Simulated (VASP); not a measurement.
**BC: single point with PBE**

The system is BC.

```xyz
8
Lattice="-3.1688 3.1688 1.7102 3.1688 -3.1688 1.7102 3.1688 3.1688 -1.7102" Properties=species:S:1:pos:R:3 pbc="T T T"
B     0.0000    0.0000    2.5981
B     0.0000    3.1688    0.0328
B     0.0000    0.0000    0.8223
B     0.0000    3.1688    1.6774
C     0.9529    0.9529    1.7102
C     2.2159    2.2159    0.0000
C     2.2159    0.9529    0.8551
C     4.1216   -0.9529    0.8551
```

The cell was generated, and may not be a known phase.

```yaml
Program: VASP 6.6.1
Task: single point
Functional: PBE
Potentials_or_basis: VASP PAW PBE potentials, release 64 (B, C)
Cutoff: 520 eV
k_mesh: 12 × 12 × 12
Occupations: gaussian, width 0.1 eV
Spin: no spin polarisation
Dipole_correction: no
Further_INCAR_settings: ALGO = Normal; EDIFF = 1e-07; NBANDS = 24
```

| Item | Value |
| --- | --- |
| Pressure | 0.1 GPa |
| Largest force | 0.010 eV/Å |
| Band gap on the k mesh | zero (bands 14 and 15 overlap by 0.86 eV) |

Forces on the atoms (eV/Å):
```
B    0.000  0.000  0.010
B    0.000  0.000  0.010
B    0.000  0.000 -0.010
B    0.000  0.000 -0.010
C   -0.004 -0.004  0.000
C    0.004  0.004  0.000
C    0.004 -0.004  0.000
C   -0.004  0.004  0.000
```

Stress tensor (GPa, compression positive):
```
0.19 0.00 0.00
0.00 0.19 0.00
0.00 0.00 0.05
```

Levels at points of the mesh, in eV from the Fermi level:
| k point | band 12 | band 13 | band 14 | band 15 | band 16 | band 17 |
| --- | --- | --- | --- | --- | --- | --- |
| (0.00, 0.00, 0.00) | -3.22 | -3.22 | -0.60 | 1.53 | 1.53 | 4.62 |
| (0.50, 0.00, 0.00) | -2.85 | -0.47 | 0.27 | 1.25 | 1.87 | 1.94 |
| (0.50, 0.50, 0.00) | -3.32 | -2.87 | -0.61 | -0.24 | 2.78 | 4.06 |
| (0.50, 0.50, 0.50) | -3.38 | -1.73 | -1.73 | -0.18 | 3.39 | 4.14 |

It took 2.1 min on 1 thread of Intel(R) Xeon(R) 6975P-C (Granite Rapids), with other jobs on the host, peak memory 0.33 GiB.
